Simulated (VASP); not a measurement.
# SnTe (Pm-3m) in VASP: single point with PBE

Aim: the single point of SnTe with PBE.

Program: VASP 6.6.1. These are calculated values, not measurements. Logs are shortened: lines on timing, memory, paths and dates and some standing lists are left out, and cuts for length are marked.

### 1 The cell of the first run

Symmetry: Pm-3m, No. 221, cubic system. Conventional cell: a = 3.892 Å, b = 3.892 Å, c = 3.892 Å, α = 90.00°, β = 90.00°, γ = 90.00°. Within 4.4 Å of Sn (site symmetry m-3m) lie 8 Te at 3.37 Å and 6 Sn at 3.89 Å. Te (site symmetry m-3m) has 8 Sn at 3.37 Å and 6 Te at 3.89 Å within 4.4 Å.

### 2 Single point, PBE

INCAR

```
ALGO = Normal
EDIFF = 1E-6
ENCUT = 520
GGA = PE
ISIF = 2
ISMEAR = -1
LASPH = True
LCHARG = False
LREAL = False
LWAVE = False
NBANDS = 17
NELM = 60
PREC = Accurate
SIGMA = 0.02
```

KPOINTS

```
k-points
0
Gamma
  6 6 6
```

POSCAR

```
SnTe
1.0
    3.8918236295      0.0000000000      0.0000000000
    0.0000000000      3.8918236295      0.0000000000
    0.0000000000      0.0000000000      3.8918236295
Sn Te
1 1
Direct
    0.0000000000      0.0000000000      0.0000000000
    0.5000000000      0.5000000000      0.5000000000
```

Potentials or basis: VASP PAW PBE potentials, release 64 (Sn_d, Te).

Run with:

```
cat potpaw_PBE.64/Sn_d/POTCAR potpaw_PBE.64/Te/POTCAR > POTCAR
mpirun -np 1 vasp_std > vasp.out
```

OUTCAR:

```text
EDIFF = 1E-6
   ENCUT = 520
   GGA = PE
   ISIF = 2
   ISMEAR = -1
   LASPH = True
   LREAL = False
   NELM = 60
   PREC = Accurate

 ion  position               nearest neighbor table
   1  0.000  0.000  0.000-   2 3.37   2 3.37   2 3.37   2 3.37   2 3.37   2 3.37   2 3.37   2 3.37

   2  0.500  0.500  0.500-   1 3.37   1 3.37   1 3.37   1 3.37   1 3.37   1 3.37   1 3.37   1 3.37

  LATTYP: Found a simple cubic cell.
 ALAT       =     3.8918236295

  Lattice vectors:

 A1 = (   3.8918236295,   0.0000000000,   0.0000000000)
 A2 = (   0.0000000000,   3.8918236295,   0.0000000000)
 A3 = (   0.0000000000,   0.0000000000,   3.8918236295)

Analysis of symmetry for initial positions (statically):
=====================================================================
 Subroutine PRICEL returns:
 Original cell was already a primitive cell.

 Routine SETGRP: Setting up the symmetry group for a
 simple cubic supercell.

 Subroutine GETGRP returns: Found 48 space group operations
 (whereof 48 operations were pure point group operations)
 out of a pool of 48 trial point group operations.

The static configuration has the point symmetry O_h .

Analysis of symmetry for dynamics (positions and initial velocities):
=====================================================================
 Subroutine PRICEL returns:
 Original cell was already a primitive cell.

 Routine SETGRP: Setting up the symmetry group for a
 simple cubic supercell.

 Subroutine GETGRP returns: Found 48 space group operations
 (whereof 48 operations were pure point group operations)
 out of a pool of 48 trial point group operations.

The dynamic configuration has the point symmetry O_h .

 Subroutine INISYM returns: Found 48 space group operations
 (whereof 48 operations are pure point group operations),
 and found     1 'primitive' translations

----------------------------------------------------------------------------------------

                                     Primitive cell

  volume of cell :      58.9467

  direct lattice vectors                    reciprocal lattice vectors
     3.891823630  0.000000000  0.000000000     0.256948951  0.000000000  0.000000000
     0.000000000  3.891823630  0.000000000     0.000000000  0.256948951  0.000000000
     0.000000000  0.000000000  3.891823630     0.000000000  0.000000000  0.256948951

[... 74 lines left out ...]
   LSORBIT =      F    spin-orbit coupling
   LASPH  =      T    aspherical Exc in radial PAW
   ENCUT  =  520.0 eV  38.22 Ry    6.18 a.u.   7.24  7.24  7.24*2*pi/ulx,y,z
   NELM   =     60;   NELMIN=  2; NELMDL= -5     # of ELM steps
   EDIFF  = 0.1E-05   stopping-criterion for ELM
   LREAL  =      F    real-space projection
   EDIFFG = 0.1E-04   stopping-criterion for IOM
   NSW    =      0    number of steps for IOM
   IBRION =     -1    ionic relax: 0-MD 1-quasi-New 2-CG
   NFREE  =      0    steps in history (QN), initial steepest desc. (CG)
   ISIF   =      2    stress and relaxation
   ISYM   =      2    0-nonsym 1-usesym 2-fastsym
   POTIM  = 0.5000    time-step for ionic-motion
   TEBEG  =    0.0;   TEEND  =   0.0 temperature during run
   PSTRESS=    0.0 pullay stress
   NELECT =      20.0000    total number of electrons
   NUPDOWN=      -1.0000    fix difference up-down
   EMIN   =  10.00;   EMAX   =-10.00  energy-range for DOS
   EFERMI =   0.00;   METHOD = LEGACY
   ISMEAR =    -1;   SIGMA  =   0.02  broadening in eV -4-tet -1-fermi 0-gaus
   EFERMI_NEDOS =   21; number of points for ismear=-14 and -15
   IALGO  =     38    algorithm
   IMIX   =      4    mixing-type and parameters
     AMIX     =   0.40;   BMIX     =  1.00
     AMIX_MAG =   1.60;   BMIX_MAG =  1.00
  volume/ion in A,a.u.               =      29.47       198.90
  Fermi-wavevector in a.u.,A,eV,Ry     =   1.141822  2.157730 17.738692  1.303757
  Thomas-Fermi vector in A             =   2.278521
   LORBIT       =      0    0 simple, 1 ext, 2 COOP (PROOUT), +10 PAW based schemes
   GGA     = PE    functional components
   LHFCALC =     F    Hartree Fock is set to
   AEXX    =    0.0000 exact exchange contribution
   IVDW    =     0    specifies the selected vdW correction
   LEPSILON=     F    determine dielectric tensor
   LRPA    =     F    only Hartree local field effects (RPA)
 non-spin polarized calculation
  energy-cutoff  :      520.00
  volume of cell :       58.95
 maximum number of plane-waves:      1622
 NGX is ok and might be reduce to    30
   NGX = 15   NGY = 15   NGZ = 15

 number of electron      19.9999983 magnetization

 Free energy of the ion-electron system (eV)
  ---------------------------------------------------
  ext. energy  EPLUGINS =         0.00000000
  ---------------------------------------------------
  free energy    TOTEN  =        -7.08549991 eV

  energy without entropy =       -7.08374243  energy(sigma->0) =       -7.08462117

 E-fermi :   7.1552     XC(G=0):  -9.9170

 val. band max:        7.0484657101   @ k =   0.5000   0.1667   0.0000
 cond. band min:       7.1634194378   @ k =   0.5000   0.5000   0.3333
 fundamental gap:      0.1149537277
 Fermi energy:         7.1552245382

 k-point     1 :       0.0000    0.0000    0.0000
  band No.  band energies     occupation
      1     -14.4642      2.00000
      2     -14.4642      2.00000
      3     -14.4250      2.00000
      4     -14.4250      2.00000
      5     -14.4250      2.00000
      6      -5.1998      2.00000
[... 377 lines left out ...]
      4     -14.4111      2.00000
      5     -14.4111      2.00000
      6      -2.6474      2.00000
[... 9 lines left out ...]
     16      21.2091      0.00000
     17      22.3917      0.00000

------------------------ aborting loop because EDIFF is reached ----------------------------------------

  FORCE on cell =-STRESS in cart. coord.  units (eV):
  Direction    XX          YY          ZZ          XY          YZ          ZX
  --------------------------------------------------------------------------------------
  -------------------------------------------------------------------------------------
  Total        0.0759123      0.0759123      0.0759123     -0.0000000     -0.0000000     -0.0000000
  in kB        2.0633031      2.0633031      2.0633031     -0.0000000     -0.0000000     -0.0000000
  external PRESSURE =       2.0633031 kB  Pullay stress =       0.0000000 kB

 VOLUME and BASIS-vectors are now :
 -----------------------------------------------------------------------------
  energy-cutoff  :      520.00
  volume of cell :       58.95
      direct lattice vectors                 reciprocal lattice vectors
     3.891823630  0.000000000  0.000000000     0.256948951  0.000000000  0.000000000
     0.000000000  3.891823630  0.000000000     0.000000000  0.256948951  0.000000000
     0.000000000  0.000000000  3.891823630     0.000000000  0.000000000  0.256948951

 POSITION                                       TOTAL-FORCE (eV/Angst)
 -----------------------------------------------------------------------------------
      0.00000      0.00000      0.00000         0.000000      0.000000      0.000000
      1.94591      1.94591      1.94591         0.000000      0.000000      0.000000
 -----------------------------------------------------------------------------------
    total drift:                               -0.000000     -0.000000     -0.000000

  FREE ENERGIE OF THE ION-ELECTRON SYSTEM (eV)
  ---------------------------------------------------
  free  energy   TOTEN  =        -7.0854999092 eV

  energy  without entropy=       -7.0837424334  energy(sigma->0) =       -7.08462117
```

Run time: 9.8 s. Hardware: 1 thread of AMD EPYC 9R45 (Zen 5), shared host; peak memory 0.14 GiB.

Results:

```yaml
Free_energy: -7.0855 eV
Pressure: 0.2 GPa
Band_gap_on_the_k_mesh: zero (band 10 reaches 7.63 eV, above the bottom of band 11 at 5.83 eV)
```

Levels at points of the mesh, in eV from the Fermi level:
| k point | band 6 | band 7 | band 8 | band 9 | band 10 | band 11 | band 12 | band 13 | band 14 | band 15 |
| --- | --- | --- | --- | --- | --- | --- | --- | --- | --- | --- |
| (0.00, 0.00, 0.00) | -12.36 | -5.27 | -1.73 | -1.73 | -1.73 | 3.58 | 3.58 | 5.43 | 5.43 | 5.43 |
| (0.50, 0.00, 0.00) | -11.14 | -8.20 | -0.23 | -0.23 | 0.05 | 0.22 | 2.19 | 2.19 | 5.39 | 6.22 |
| (0.50, 0.50, 0.00) | -10.34 | -6.38 | -4.80 | -4.80 | 0.32 | 3.40 | 3.83 | 3.83 | 5.99 | 7.30 |
| (0.50, 0.50, 0.50) | -9.80 | -5.23 | -2.87 | -2.87 | -2.87 | -1.32 | -1.32 | -1.32 | 14.05 | 14.05 |

Caveat: spin-orbit coupling is left out, which moves the levels of the heavy elements.
